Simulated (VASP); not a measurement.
# Cr (Pm-3m) in VASP: a series of runs, part 2 of 2

VASP 6.6.1.

## (5) Single point, BLYP (volume scaled by 0.88)

INCAR

```
SYSTEM = Cr
PREC = Accurate
ENCUT = 520
EDIFF = 1E-7
ISMEAR = -1
SIGMA = 0.1
LREAL = .FALSE.
LASPH = .TRUE.
NELM = 100
ALGO = Normal
ISIF = 2
LWAVE = .FALSE.
LCHARG = .TRUE.
GGA = B5
ALDAX = 1.0
AGGAX = 1.0
AGGAC = 1.0
ALDAC = 0.0
LELF = .TRUE.
LVHAR = .TRUE.
NBANDS = 12
```

KPOINTS

```
Automatic mesh
0
G
  15 15 15
  0 0 0
```

POSCAR

```
Cr
1.0
    2.2688275408      0.0000000000      0.0000000000
    0.0000000000      2.2688275408      0.0000000000
    0.0000000000      0.0000000000      2.2688275408
Cr
1
Direct
    0.0000000000      0.0000000000      0.0000000000
```

Potentials or basis: VASP PAW PBE potentials, release 64 (Cr_pv).

On the command line:

```bash
cat potpaw_PBE.64/Cr_pv/POTCAR > POTCAR
mpirun -np 1 vasp_std > vasp.out
```

OUTCAR:

```text
SYSTEM = Cr
   PREC = Accurate
   ENCUT = 520
   EDIFF = 1E-7
   ISMEAR = -1
   LREAL = .FALSE.
   LASPH = .TRUE.
   NELM = 100
   ISIF = 2
   GGA = B5

 ion  position               nearest neighbor table
   1  0.000  0.000  0.000-

  LATTYP: Found a simple cubic cell.
 ALAT       =     2.2688275408

  Lattice vectors:

 A1 = (   2.2688275408,   0.0000000000,   0.0000000000)
 A2 = (   0.0000000000,   2.2688275408,   0.0000000000)
 A3 = (   0.0000000000,   0.0000000000,   2.2688275408)

Analysis of symmetry for initial positions (statically):
=====================================================================
 Subroutine PRICEL returns:
 Original cell was already a primitive cell.

 Routine SETGRP: Setting up the symmetry group for a
 simple cubic supercell.

 Subroutine GETGRP returns: Found 48 space group operations
 (whereof 48 operations were pure point group operations)
 out of a pool of 48 trial point group operations.

The static configuration has the point symmetry O_h .

Analysis of symmetry for dynamics (positions and initial velocities):
=====================================================================
 Subroutine PRICEL returns:
 Original cell was already a primitive cell.

 Routine SETGRP: Setting up the symmetry group for a
 simple cubic supercell.

 Subroutine GETGRP returns: Found 48 space group operations
 (whereof 48 operations were pure point group operations)
 out of a pool of 48 trial point group operations.

The dynamic configuration has the point symmetry O_h .

 Subroutine INISYM returns: Found 48 space group operations
 (whereof 48 operations are pure point group operations),
 and found     1 'primitive' translations

----------------------------------------------------------------------------------------

                                     Primitive cell

  volume of cell :      11.6790

[... 105 lines left out ...]
     AMIX     =   0.40;   BMIX     =  1.00
     AMIX_MAG =   1.60;   BMIX_MAG =  1.00
  volume/ion in A,a.u.               =      11.68        78.81
  Fermi-wavevector in a.u.,A,eV,Ry     =   1.651963  3.121758 37.130070  2.728983
  Thomas-Fermi vector in A             =   2.740653
   LORBIT       =      0    0 simple, 1 ext, 2 COOP (PROOUT), +10 PAW based schemes
   GGA     = B5    functional components
   LHFCALC =     F    Hartree Fock is set to
   AEXX    =    0.0000 exact exchange contribution
   IVDW    =     0    specifies the selected vdW correction
   LEPSILON=     F    determine dielectric tensor
   LRPA    =     F    only Hartree local field effects (RPA)
 non-spin polarized calculation
  energy-cutoff  :      520.00
  volume of cell :       11.68
 maximum number of plane-waves:       322
 NGX is ok and might be reduce to    18
   NGX =  9   NGY =  9   NGZ =  9

 number of electron      11.9999989 magnetization

 Free energy of the ion-electron system (eV)
  ---------------------------------------------------
  ext. energy  EPLUGINS =         0.00000000
  ---------------------------------------------------
  free energy    TOTEN  =        -7.37039610 eV

  energy without entropy =       -7.32295711  energy(sigma->0) =       -7.34667661

 E-fermi :  11.3741     XC(G=0): -12.8693

 val. band max:       11.3563651266   @ k =   0.4667   0.2667   0.1333
 cond. band min:      11.4227343978   @ k =   0.4000   0.2667   0.0667
 fundamental gap:      0.0663692711
 Fermi energy:        11.3741384505

 k-point     1 :       0.0000    0.0000    0.0000
  band No.  band energies     occupation
      1     -30.8695      2.00000
      2     -30.8695      2.00000
      3     -30.8695      2.00000
      4       3.9426      2.00000
      5       7.7722      2.00000
      6       7.7723      2.00000
      7      14.1701      0.00000
      8      14.1701      0.00000
      9      14.1701      0.00000
     10      18.6769      0.00000
     11      32.3295      0.00000
     12      32.3295      0.00000
[... 331 lines left out ...]
 k-point    24 :       0.3333    0.2000    0.0000
  band No.  band energies     occupation
      1     -31.8384      2.00000
      2     -31.2392      2.00000
      3     -30.7370      2.00000
      4       7.5231      2.00000
      5       8.9085      2.00000
      6      10.3417      1.99993
      7      12.5689      0.00001
      8      12.8347      0.00000
      9      13.5683      0.00000
     10      18.6769      0.00000
     11      22.6345      0.00000
     12      29.4329      0.00000

 [... further k-points ...]
[... 5 lines left out ...]
  --------------------------------------------------------------------------------------
  -------------------------------------------------------------------------------------
  Total        2.1564423      2.1564423      2.1564423      0.0000000     -0.0000000     -0.0000000
  in kB      295.8312019    295.8312019    295.8312019      0.0000000     -0.0000000     -0.0000000
  external PRESSURE =     295.8312019 kB  Pullay stress =       0.0000000 kB

 VOLUME and BASIS-vectors are now :
 -----------------------------------------------------------------------------
  energy-cutoff  :      520.00
  volume of cell :       11.68
      direct lattice vectors                 reciprocal lattice vectors
     2.268827541  0.000000000  0.000000000     0.440756286  0.000000000  0.000000000
     0.000000000  2.268827541  0.000000000     0.000000000  0.440756286  0.000000000
     0.000000000  0.000000000  2.268827541     0.000000000  0.000000000  0.440756286

 POSITION                                       TOTAL-FORCE (eV/Angst)
 -----------------------------------------------------------------------------------
      0.00000      0.00000      0.00000         0.000000      0.000000      0.000000
 -----------------------------------------------------------------------------------
    total drift:                               -0.000000      0.000000      0.000000

  FREE ENERGIE OF THE ION-ELECTRON SYSTEM (eV)
  ---------------------------------------------------
  free  energy   TOTEN  =        -7.3703961009 eV

  energy  without entropy=       -7.3229571094  energy(sigma->0) =       -7.34667661
```

OSZICAR:

```text
N       E                     dE             d eps       ncg     rms          rms(c)
DAV:   1     0.846978316322E+02    0.84698E+02   -0.70301E+03  2888   0.118E+03
DAV:   2    -0.683479343223E+01   -0.91533E+02   -0.87668E+02  2932   0.297E+02
DAV:   3    -0.811375340033E+01   -0.12790E+01   -0.12723E+01  3156   0.428E+01
DAV:   4    -0.812046104982E+01   -0.67076E-02   -0.67073E-02  3136   0.311E+00
DAV:   5    -0.812054200068E+01   -0.80951E-04   -0.80951E-04  3128   0.317E-01    0.108E+01
DAV:   6    -0.737780549235E+01    0.74274E+00   -0.23399E+00  3016   0.236E+01    0.160E+00
DAV:   7    -0.737195436115E+01    0.58511E-02   -0.23156E-02  2944   0.218E+00    0.107E+00
DAV:   8    -0.737044863215E+01    0.15057E-02   -0.49254E-03  3072   0.828E-01    0.761E-02
DAV:   9    -0.737041023581E+01    0.38396E-04   -0.13204E-04  3032   0.134E-01    0.184E-02
DAV:  10    -0.737039526396E+01    0.14972E-04   -0.19913E-05  3116   0.665E-02    0.222E-03
DAV:  11    -0.737039568644E+01   -0.42248E-06   -0.19437E-07  2676   0.622E-03    0.109E-03
DAV:  12    -0.737039600990E+01   -0.32346E-06   -0.49074E-08  2008   0.274E-03    0.271E-04
DAV:  13    -0.737039612126E+01   -0.11136E-06   -0.80006E-09  1500   0.119E-03    0.805E-05
DAV:  14    -0.737039610089E+01    0.20368E-07   -0.98206E-10  1484   0.488E-04
   1 F= -.73703961E+01 E0= -.73466766E+01  d E =-.474390E-01
```

Run time: 8.8 s. Hardware: 1 thread of Intel Xeon 6975P-C (Granite Rapids), shared host; peak memory 0.12 GiB.

What came out:

| Item | Value |
| --- | --- |
| Free energy | -7.3704 eV |
| Pressure | 29.6 GPa |
| Band gap on the k mesh | zero (band 6 reaches 12.50 eV, above the bottom of band 7 at 10.55 eV) |

Caveat: the PAW data sets were made with another functional, which shifts forces and pressure a little; the run has no spin polarisation, though such a crystal can be magnetic.

## (6) Single point, BLYP (volume scaled by 0.92)

INCAR

```
AGGAC = 1.0
AGGAX = 1.0
ALDAC = 0.0
ALDAX = 1.0
ALGO = Normal
EDIFF = 1E-7
ENCUT = 520
GGA = B5
ISIF = 2
ISMEAR = -1
LASPH = T
LCHARG = F
LREAL = F
LWAVE = F
NBANDS = 12
NELM = 60
PREC = Accurate
SIGMA = 0.1
```

KPOINTS

```
k-points
0
Gamma
  15 15 15
```

POSCAR

```
Cr
1.0
    2.3026956316      0.0000000000      0.0000000000
    0.0000000000      2.3026956316      0.0000000000
    0.0000000000      0.0000000000      2.3026956316
Cr
1
Direct
    0.0000000000      0.0000000000      0.0000000000
```

Potentials or basis: VASP PAW PBE potentials, release 64 (Cr_pv).

On the command line:

```bash
cat potpaw_PBE.64/Cr_pv/POTCAR > POTCAR
mpirun -np 1 vasp_std > vasp.out
```

OUTCAR:

```text
EDIFF = 1E-7
   ENCUT = 520
   GGA = B5
   ISIF = 2
   ISMEAR = -1
   LASPH = T
   LREAL = F
   NELM = 60
   PREC = Accurate

 ion  position               nearest neighbor table
   1  0.000  0.000  0.000-

  LATTYP: Found a simple cubic cell.
 ALAT       =     2.3026956316

  Lattice vectors:

 A1 = (   2.3026956316,   0.0000000000,   0.0000000000)
 A2 = (   0.0000000000,   2.3026956316,   0.0000000000)
 A3 = (   0.0000000000,   0.0000000000,   2.3026956316)

Analysis of symmetry for initial positions (statically):
=====================================================================
 Subroutine PRICEL returns:
 Original cell was already a primitive cell.

 Routine SETGRP: Setting up the symmetry group for a
 simple cubic supercell.

 Subroutine GETGRP returns: Found 48 space group operations
 (whereof 48 operations were pure point group operations)
 out of a pool of 48 trial point group operations.

The static configuration has the point symmetry O_h .

Analysis of symmetry for dynamics (positions and initial velocities):
=====================================================================
 Subroutine PRICEL returns:
 Original cell was already a primitive cell.

 Routine SETGRP: Setting up the symmetry group for a
 simple cubic supercell.

 Subroutine GETGRP returns: Found 48 space group operations
 (whereof 48 operations were pure point group operations)
 out of a pool of 48 trial point group operations.

The dynamic configuration has the point symmetry O_h .

 Subroutine INISYM returns: Found 48 space group operations
 (whereof 48 operations are pure point group operations),
 and found     1 'primitive' translations

----------------------------------------------------------------------------------------

                                     Primitive cell

  volume of cell :      12.2098

  direct lattice vectors                    reciprocal lattice vectors
[... 107 lines left out ...]
  Fermi-wavevector in a.u.,A,eV,Ry     =   1.627666  3.075843 36.045883  2.649298
  Thomas-Fermi vector in A             =   2.720424
   LORBIT       =      0    0 simple, 1 ext, 2 COOP (PROOUT), +10 PAW based schemes
   GGA     = B5    functional components
   LHFCALC =     F    Hartree Fock is set to
   AEXX    =    0.0000 exact exchange contribution
   IVDW    =     0    specifies the selected vdW correction
   LEPSILON=     F    determine dielectric tensor
   LRPA    =     F    only Hartree local field effects (RPA)
 non-spin polarized calculation
  energy-cutoff  :      520.00
  volume of cell :       12.21
 maximum number of plane-waves:       341
 NGX is ok and might be reduce to    18
   NGX =  9   NGY =  9   NGZ =  9

 number of electron      11.9999989 magnetization

 Free energy of the ion-electron system (eV)
  ---------------------------------------------------
  ext. energy  EPLUGINS =         0.00000000
  ---------------------------------------------------
  free energy    TOTEN  =        -7.44865046 eV

  energy without entropy =       -7.39954858  energy(sigma->0) =       -7.42409952

 E-fermi :  10.7469     XC(G=0): -12.6214

 val. band max:       10.7344454075   @ k =   0.4000   0.3333   0.1333
 cond. band min:      10.7570654926   @ k =   0.4000   0.2667   0.0667
 fundamental gap:      0.0226200851
 Fermi energy:        10.7469303201

 k-point     1 :       0.0000    0.0000    0.0000
  band No.  band energies     occupation
      1     -31.5514      2.00000
      2     -31.5514      2.00000
      3     -31.5514      2.00000
      4       3.4695      2.00000
      5       7.3473      2.00000
      6       7.3473      2.00000
      7      13.3892      0.00000
      8      13.3892      0.00000
      9      13.3892      0.00000
     10      18.0086      0.00000
     11      31.1181      0.00000
     12      31.1181      0.00000
[... 331 lines left out ...]
 k-point    24 :       0.3333    0.2000    0.0000
  band No.  band energies     occupation
      1     -32.4039      2.00000
      2     -31.8769      2.00000
      3     -31.4355      2.00000
      4       7.0009      2.00000
      5       8.4139      2.00000
      6       9.7485      1.99991
      7      11.8907      0.00002
      8      12.1062      0.00000
      9      12.8261      0.00000
     10      18.0086      0.00000
     11      21.5592      0.00000
     12      28.2564      0.00000

 [... further k-points ...]
[... 5 lines left out ...]
  --------------------------------------------------------------------------------------
  -------------------------------------------------------------------------------------
  Total        1.3614937      1.3614937      1.3614937      0.0000000      0.0000000      0.0000000
  in kB      178.6555947    178.6555947    178.6555947      0.0000000      0.0000000      0.0000000
  external PRESSURE =     178.6555947 kB  Pullay stress =       0.0000000 kB

 VOLUME and BASIS-vectors are now :
 -----------------------------------------------------------------------------
  energy-cutoff  :      520.00
  volume of cell :       12.21
      direct lattice vectors                 reciprocal lattice vectors
     2.302695632  0.000000000  0.000000000     0.434273634  0.000000000  0.000000000
     0.000000000  2.302695632  0.000000000     0.000000000  0.434273634  0.000000000
     0.000000000  0.000000000  2.302695632     0.000000000  0.000000000  0.434273634

 POSITION                                       TOTAL-FORCE (eV/Angst)
 -----------------------------------------------------------------------------------
      0.00000      0.00000      0.00000         0.000000      0.000000      0.000000
 -----------------------------------------------------------------------------------
    total drift:                                0.000000      0.000000      0.000000

  FREE ENERGIE OF THE ION-ELECTRON SYSTEM (eV)
  ---------------------------------------------------
  free  energy   TOTEN  =        -7.4486504559 eV

  energy  without entropy=       -7.3995485807  energy(sigma->0) =       -7.42409952
```

OSZICAR:

```text
N       E                     dE             d eps       ncg     rms          rms(c)
DAV:   1     0.854055459200E+02    0.85406E+02   -0.71731E+03  2916   0.118E+03
DAV:   2    -0.692874229170E+01   -0.92334E+02   -0.88399E+02  2912   0.296E+02
DAV:   3    -0.824837023960E+01   -0.13196E+01   -0.13124E+01  3116   0.433E+01
DAV:   4    -0.825559620528E+01   -0.72260E-02   -0.72258E-02  3164   0.320E+00
DAV:   5    -0.825568874185E+01   -0.92537E-04   -0.92538E-04  3120   0.332E-01    0.102E+01
DAV:   6    -0.745621191811E+01    0.79948E+00   -0.26719E+00  3008   0.249E+01    0.153E+00
DAV:   7    -0.744978326255E+01    0.64287E-02   -0.33246E-02  2944   0.274E+00    0.101E+00
DAV:   8    -0.744870860651E+01    0.10747E-02   -0.53514E-03  3016   0.843E-01    0.800E-02
DAV:   9    -0.744866640148E+01    0.42205E-04   -0.20249E-04  3024   0.175E-01    0.197E-02
DAV:  10    -0.744864962477E+01    0.16777E-04   -0.28420E-05  3148   0.813E-02    0.277E-03
DAV:  11    -0.744864993049E+01   -0.30572E-06   -0.29197E-07  3084   0.756E-03    0.977E-04
DAV:  12    -0.744865047477E+01   -0.54428E-06   -0.55015E-08  2184   0.203E-03    0.237E-04
DAV:  13    -0.744865045594E+01    0.18828E-07   -0.38146E-09  1496   0.894E-04
   1 F= -.74486505E+01 E0= -.74240995E+01  d E =-.491019E-01
```

Run time: 8.1 s. Hardware: 1 thread of Intel Xeon 6975P-C (Granite Rapids), shared host; peak memory 0.12 GiB.

Results:

* Free energy: -7.4487 eV
* Pressure: 17.9 GPa
* Band gap on the k mesh: zero (band 6 reaches 11.83 eV, above the bottom of band 7 at 9.99 eV)

Caveat: the PAW data sets were made with another functional, which shifts forces and pressure a little; the run has no spin polarisation, though such a crystal can be magnetic. Spin polarisation is off, so any magnetic state and its effect on volume and gap are missing.

## (7) Summary

| cell | k mesh | gap on the mesh (eV) | pressure (GPa) |
| --- | --- | --- | --- |
| a = 2.368 Å, 1 atom | 13 × 13 × 13 | none | 0.0 |
| a = 2.269 Å, 1 atom | 15 × 15 × 15 | none | 29.6 |
| a = 2.303 Å, 1 atom | 15 × 15 × 15 | none | 17.9 |

Alike in all rows: task single point; level BLYP; potentials or basis VASP PAW PBE potentials, release 64 (Cr_pv); no spin polarisation; cutoff (eV) 520; smearing fermi-dirac 0.1 eV.

Caveats: the PAW data sets were made with another functional, which shifts forces and pressure a little; the run has no spin polarisation, though such a crystal can be magnetic.

Total energies depend on the potentials used, so only differences within one code and one set of settings carry meaning.
